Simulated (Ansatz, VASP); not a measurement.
## One calculation of W, two programs

INCAR

```
SYSTEM = W
PREC = Accurate
ENCUT = 520
EDIFF = 1E-8
ISMEAR = -1
SIGMA = 0.05
LREAL = .FALSE.
LASPH = .TRUE.
NELM = 100
ALGO = Normal
ISIF = 2
LWAVE = .FALSE.
LCHARG = .FALSE.
GGA = PS
LEFG = .TRUE.
NBANDS = 13
```

File KPOINTS:

```
regular mesh
0
G
  14 14 14
  0 0 0
```

The input POSCAR:

```
W
1.0
   -0.0203000000      2.0198500000      2.0198500000
    2.0198500000     -0.0203000000      2.0198500000
    2.0198500000      2.0198500000     -0.0203000000
W
1
Direct
    0.0000000000      0.0000000000      0.0000000000
```

Input for Ansatz:

```yaml
crystal:
  lattice:
    - [-0.0203, 2.01985, 2.01985]
    - [2.01985, -0.0203, 2.01985]
    - [2.01985, 2.01985, -0.0203]
  atoms:
    - { symbol: W, position: [0.0, 0.0, 0.0] }
kpoints:
  mp_grid: { grid: [14, 14, 14] }
scf:
  occupations: { method: fermi_dirac, width: 0.05 }
hamiltonian:
  xc: pbesol
  pseudopotentials: { kind: paw }
output:
  forces: true
  stress: true
  eigenvalues: true
  efg: { contact_densities: true }
```

Change from the starting cell: equal xy, yz and zx shear strains of -1 %, PAW files.

Alike in both runs: task electric field gradients; functional PBEsol; k mesh 14 × 14 × 14; occupations fermi-dirac, width 0.05 eV; no spin polarisation.

|  | VASP | Ansatz |
| --- | --- | --- |
| version | VASP 6.6.1 | Ansatz 0.2.0 |
| potentials or method | VASP PAW PBE potentials, release 64 (W_sv) | PAW with Ansatz's default frozen-core files, scalar-relativistic |
| plane-wave cutoff (eV) | 520 | 420 |
| valence electrons in the cell | 14 | 14 |

Ansatz gave:

| Item | Value |
| --- | --- |
| pressure (GPa) | -12.5 |
| traceless stress, the component that is largest in VASP (GPa) | -1.65 |
| size of Vzz on the site where it differs most (V/Å²) | 10.3 |

**Question.** Which values does VASP return?

**Answer.** Pressure (GPa): -12.1; traceless stress, the component that is largest in VASP (GPa): -1.68; size of Vzz on the site where it differs most (V/Å²): 7.6.

VASP's potentials were made for PBE, not for PBEsol.

Spin-orbit coupling is off throughout.
